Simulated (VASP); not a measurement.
# CdAg5 (Ag (100), 6 layers) in VASP: single point with PBE

Aim: the single point of CdAg5 (Ag (100), 6 layers) with PBE.

Everything below comes from runs of VASP 6.6.1. Logs are shortened: lines on timing, memory, paths and dates and some standing lists are left out, and cuts for length are marked.

## (1) The cell of the first run

The cell holds a slab with vacuum, 6 atoms: a = 2.933 Å, b = 2.933 Å, c = 26.370 Å, α = 90.00°, β = 90.00°, γ = 90.00°.

## (2) Single point, PBE

File INCAR:

```
SYSTEM = CdAg5
ALGO = Normal
DIPOL = 0.5 0.5 0.500
EDIFF = 1E-6
ENCUT = 520
GGA = PE
IDIPOL = 3
ISIF = 2
ISMEAR = -1
LASPH = .TRUE.
LCHARG = .TRUE.
LDIPOL = .TRUE.
LELF = .TRUE.
LREAL = .FALSE.
LVACPOTAV = .TRUE.
LVHAR = .TRUE.
LWAVE = .FALSE.
NBANDS = 42
NELM = 100
PREC = Accurate
SIGMA = 0.1
```

File KPOINTS:

```
k-points
0
G
  12 12 1
  0 0 0
```

File POSCAR:

```
CdAg5
1.0
    2.9330648187      0.0000000000      0.0000000000
    0.0000000000      2.9330648187      0.0000000000
    0.0000000000      0.0000000000     26.3700000000
Ag Cd
5 1
Direct
    0.2500000000      0.2500000000      0.3049229631
    0.7500000000      0.7500000000      0.3819865048
    0.7500000000      0.7500000000      0.5392802561
    0.2500000000      0.2500000000      0.6180134944
    0.7500000000      0.7500000000      0.6950770339
    0.2500000000      0.2500000000      0.4607197477
```

Potentials or basis: VASP PAW PBE potentials, release 64 (Ag, Cd).

Started as:

```sh
$ cat potpaw_PBE.64/Ag/POTCAR potpaw_PBE.64/Cd/POTCAR > POTCAR
$ mpirun -np 1 vasp_std > vasp.out
```

OUTCAR:

```text
SYSTEM = CdAg5
   EDIFF = 1E-6
   ENCUT = 520
   GGA = PE
   ISIF = 2
   ISMEAR = -1
   LASPH = .TRUE.
   LREAL = .FALSE.
   NELM = 100
   PREC = Accurate

 ion  position               nearest neighbor table
   1  0.250  0.250  0.305-   2 2.90   2 2.90   2 2.90   2 2.90
   2  0.750  0.750  0.382-   1 2.90   1 2.90   1 2.90   1 2.90   6 2.93   6 2.93   6 2.93   6 2.93

   3  0.750  0.750  0.539-   6 2.93   6 2.93   6 2.93   6 2.93   4 2.93   4 2.93   4 2.93   4 2.93

   4  0.250  0.250  0.618-   5 2.90   5 2.90   5 2.90   5 2.90   3 2.93   3 2.93   3 2.93   3 2.93

   5  0.750  0.750  0.695-   4 2.90   4 2.90   4 2.90   4 2.90
   6  0.250  0.250  0.461-   3 2.93   3 2.93   3 2.93   3 2.93   2 2.93   2 2.93   2 2.93   2 2.93

  LATTYP: Found a simple tetragonal cell.
 ALAT       =     2.9330648187
 C/A-ratio  =     8.9905957181

  Lattice vectors:

 A1 = (   2.9330648187,   0.0000000000,   0.0000000000)
 A2 = (   0.0000000000,   2.9330648187,   0.0000000000)
 A3 = (   0.0000000000,   0.0000000000,  26.3700000000)

Analysis of symmetry for initial positions (statically):
=====================================================================
 Subroutine PRICEL returns:
 Original cell was already a primitive cell.

 Routine SETGRP: Setting up the symmetry group for a
 simple tetragonal supercell.

 Subroutine GETGRP returns: Found  8 space group operations
 (whereof  2 operations were pure point group operations)
 out of a pool of 16 trial point group operations.

The static configuration has the point symmetry C_1h.
 The point group associated with its full space group is C_4v.

Analysis of symmetry for dynamics (positions and initial velocities):
=====================================================================
 Subroutine PRICEL returns:
 Original cell was already a primitive cell.

 Routine SETGRP: Setting up the symmetry group for a
 simple tetragonal supercell.

 Subroutine GETGRP returns: Found  8 space group operations
 (whereof  2 operations were pure point group operations)
 out of a pool of 16 trial point group operations.

The dynamic configuration has the point symmetry C_1h.
 The point group associated with its full space group is C_4v.

 Subroutine INISYM returns: Found  8 space group operations
 (whereof  2 operations are pure point group operations),
 and found     1 'primitive' translations

----------------------------------------------------------------------------------------

                                     Primitive cell

  volume of cell :     226.8577

  direct lattice vectors                    reciprocal lattice vectors
     2.933064819  0.000000000  0.000000000     0.340940300  0.000000000  0.000000000
     0.000000000  2.933064819  0.000000000     0.000000000  0.340940300  0.000000000
     0.000000000  0.000000000 26.370000000     0.000000000  0.000000000  0.037921881
[... 107 lines left out ...]
   ISMEAR =    -1;   SIGMA  =   0.10  broadening in eV -4-tet -1-fermi 0-gaus
   EFERMI_NEDOS =   21; number of points for ismear=-14 and -15
   IALGO  =     38    algorithm
   IMIX   =      4    mixing-type and parameters
     AMIX     =   0.40;   BMIX     =  1.00
     AMIX_MAG =   1.60;   BMIX_MAG =  1.00
  volume/ion in A,a.u.               =      37.81       255.15
  Fermi-wavevector in a.u.,A,eV,Ry     =   1.090223  2.060222 16.171693  1.188586
  Thomas-Fermi vector in A             =   2.226443
   LORBIT       =      0    0 simple, 1 ext, 2 COOP (PROOUT), +10 PAW based schemes
   GGA     = PE    functional components
   LHFCALC =     F    Hartree Fock is set to
   AEXX    =    0.0000 exact exchange contribution
   IVDW    =     0    specifies the selected vdW correction
   LEPSILON=     F    determine dielectric tensor
   LRPA    =     F    only Hartree local field effects (RPA)
 non-spin polarized calculation
  energy-cutoff  :      520.00
  volume of cell :      226.86
 maximum number of plane-waves:      6171
 NGX is ok and might be reduce to    24
   NGX = 11   NGY = 11   NGZ = 99

 dipolmoment           0.000000      0.000000     -0.006111 electrons x Angstroem

 number of electron      67.0000029 magnetization

 dipolmoment           0.000000      0.000000      0.004723 electrons x Angstroem

 Free energy of the ion-electron system (eV)
  ---------------------------------------------------
  ext. energy  EPLUGINS =         0.00000000
  ---------------------------------------------------
  free energy    TOTEN  =       -13.52832551 eV

  energy without entropy =      -13.46731356  energy(sigma->0) =      -13.49781953

 E-fermi :   1.2709     XC(G=0):  -6.2883

 val. band max:        1.2282849447   @ k =   0.5000   0.3333   0.0000
 cond. band min:       1.2792461879   @ k =   0.4167   0.3333   0.0000
 fundamental gap:      0.0509612431
 Fermi energy:         1.2709109284

 k-point     1 :       0.0000    0.0000    0.0000
  band No.  band energies     occupation
      1      -8.6697      2.00000
      2      -8.3561      2.00000
      3      -7.4798      2.00000
      4      -7.4798      2.00000
      5      -7.1843      2.00000
      6      -7.0915      2.00000
[... 1069 lines left out ...]
     41       7.3391      0.00000
     42       8.4767      0.00000

 [... further k-points ...]

------------------------ aborting loop because EDIFF is reached ----------------------------------------

  FORCE on cell =-STRESS in cart. coord.  units (eV):
  Direction    XX          YY          ZZ          XY          YZ          ZX
  --------------------------------------------------------------------------------------
  -------------------------------------------------------------------------------------
  Total        0.9248180      0.9248180      1.5785711      0.0000000      0.0000000      0.0000000
  in kB        6.5315071      6.5315071     11.1486245      0.0000000      0.0000000      0.0000000
  external PRESSURE =       8.0705463 kB  Pullay stress =       0.0000000 kB

 VOLUME and BASIS-vectors are now :
 -----------------------------------------------------------------------------
  energy-cutoff  :      520.00
  volume of cell :      226.86
      direct lattice vectors                 reciprocal lattice vectors
     2.933064819  0.000000000  0.000000000     0.340940300  0.000000000  0.000000000
     0.000000000  2.933064819  0.000000000     0.000000000  0.340940300  0.000000000
     0.000000000  0.000000000 26.370000000     0.000000000  0.000000000  0.037921881

 POSITION                                       TOTAL-FORCE (eV/Angst)
 -----------------------------------------------------------------------------------
      0.73327      0.73327      8.04082        -0.000000     -0.000000     -0.046531
      2.19980      2.19980     10.07298         0.000000     -0.000000     -0.293653
      2.19980      2.19980     14.22082         0.000000     -0.000000      0.288301
      0.73327      0.73327     16.29702        -0.000000      0.000000      0.045963
      2.19980      2.19980     18.32918         0.000000     -0.000000      0.004515
      0.73327      0.73327     12.14918        -0.000000      0.000000      0.001405
 -----------------------------------------------------------------------------------
    total drift:                                0.000000      0.000000     -0.000630

  FREE ENERGIE OF THE ION-ELECTRON SYSTEM (eV)
  ---------------------------------------------------
  free  energy   TOTEN  =       -13.5283255070 eV

  energy  without entropy=      -13.4673135589  energy(sigma->0) =      -13.49781953

 vacuum level on the upper side and lower side of the slab         5.512         5.413
```

Run time: 5.4 min. Hardware: 1 thread of Oxide Virtual Turin-like, shared host; peak memory 0.43 GiB.

Results:

- Free energy: -13.5283 eV
- Largest force: 0.294 eV/Å

Forces on the atoms (eV/Å):
```
Ag   0.000  0.000 -0.047
Ag   0.000  0.000 -0.294
Ag   0.000  0.000  0.288
Ag   0.000  0.000  0.046
Ag   0.000  0.000  0.005
Cd   0.000  0.000  0.001
```

Levels at points of the mesh, in eV from the Fermi level:
```csv
k point,band 31,band 32,band 33,band 34,band 35,band 36,band 37,band 38
"(0.00, 0.00, 0.00)",-3.16,-3.07,-3.07,-3.03,-1.76,0.24,1.13,4.00
"(0.50, 0.00, 0.00)",-2.02,-1.72,-0.91,-0.54,-0.06,0.12,2.24,2.58
"(0.50, 0.50, 0.00)",1.05,1.05,2.80,2.80,3.80,4.12,4.12,4.94
```
